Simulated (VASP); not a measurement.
Write the native input for VASP 6.6.1 that does the following.

```
Task                   : single point
Functional             : r2SCAN
Potentials or basis    : VASP PAW PBE potentials, release 64 (Sn_d, Te)
Cutoff                 : 520 eV
k mesh                 : 4 × 4 × 4
Occupations            : gaussian, width 0.2 eV
Spin                   : no spin polarisation
Dipole correction      : no
Further INCAR settings : ALGO = Normal; EDIFF = 1e-06; NBANDS = 20
```

Crystal: SnTe2.

```
Sn Te
1.0
     0.00000    3.70104    3.70104
     3.70104    0.00000    3.70104
     3.70104    3.70104    0.00000
Sn Te
1 2
Direct
  0.00000 0.00000 0.00000
  0.25000 0.25000 0.25000
  0.75000 0.75000 0.75000
```

The input as run:

POSCAR

```
SnTe2
1.0
    0.0000000000      3.7010376726      3.7010376726
    3.7010376726      0.0000000000      3.7010376726
    3.7010376726      3.7010376726      0.0000000000
Sn Te
1 2
Direct
    0.0000000000      0.0000000000      0.0000000000
    0.2500000000      0.2500000000      0.2500000000
    0.7500000000      0.7500000000      0.7500000000
```

INCAR.step1

```
SYSTEM = SnTe2
ALGO     = Normal         ! electronic algorithm
EDIFF    = 1E-4           ! SCF threshold, eV
ENCUT    = 520            ! plane-wave cutoff, eV
GGA      = PE             ! functional
ISMEAR   = 0              ! smearing method
LASPH    = .TRUE.         ! aspherical terms in the spheres
LCHARG   = .FALSE.        ! write CHGCAR
LREAL    = .FALSE.        ! projectors in reciprocal space
LWAVE    = .TRUE.         ! write WAVECAR
NBANDS   = 20             ! bands
NELM     = 100            ! most SCF steps
PREC     = Accurate       ! precision mode
SIGMA    = 0.2            ! smearing width, eV
```

INCAR.step2

```
SYSTEM = SnTe2
ALGO     = Normal         ! electronic algorithm
EDIFF    = 1E-6           ! SCF threshold, eV
ENCUT    = 520            ! plane-wave cutoff, eV
ISIF     = 2              ! what is computed and relaxed
ISMEAR   = 0              ! smearing method
ISTART   = 1            
LASPH    = .TRUE.         ! aspherical terms in the spheres
LCHARG   = .FALSE.        ! write CHGCAR
LMIXTAU  = .TRUE.       
LREAL    = .FALSE.        ! projectors in reciprocal space
LWAVE    = .FALSE.        ! write WAVECAR
METAGGA  = R2SCAN         ! meta-GGA
NBANDS   = 20             ! bands
NELM     = 100            ! most SCF steps
PREC     = Accurate       ! precision mode
SIGMA    = 0.2            ! smearing width, eV
```

KPOINTS

```
k-points
0
G
  4 4 4
  0 0 0
```

Potentials or basis: VASP PAW PBE potentials, release 64 (Sn_d, Te).

Launch:

```sh
$ cat potpaw_PBE.64/Sn_d/POTCAR potpaw_PBE.64/Te/POTCAR > POTCAR
$ cp INCAR.step1 INCAR
$ mpirun -np 1 vasp_std > vasp.out
$ cp INCAR.step2 INCAR
$ mpirun -np 1 vasp_std > vasp.out
```

It gave:

* Pressure: 0.3 GPa
* Band gap on the k mesh: zero (bands 13 and 14 overlap by 2.18 eV)

Caveat: the k points lie up to 0.37 Å⁻¹ apart, too coarse for converged energies and pressures of a metal; the PAW data sets were made with another functional, which shifts forces and pressure a little; spin-orbit coupling is left out, which moves the levels of the heavy elements.

It took 100 s on 1 thread of Intel(R) Xeon(R) Platinum 8488C (Sapphire Rapids), on a shared host, peak memory 0.26 GiB.
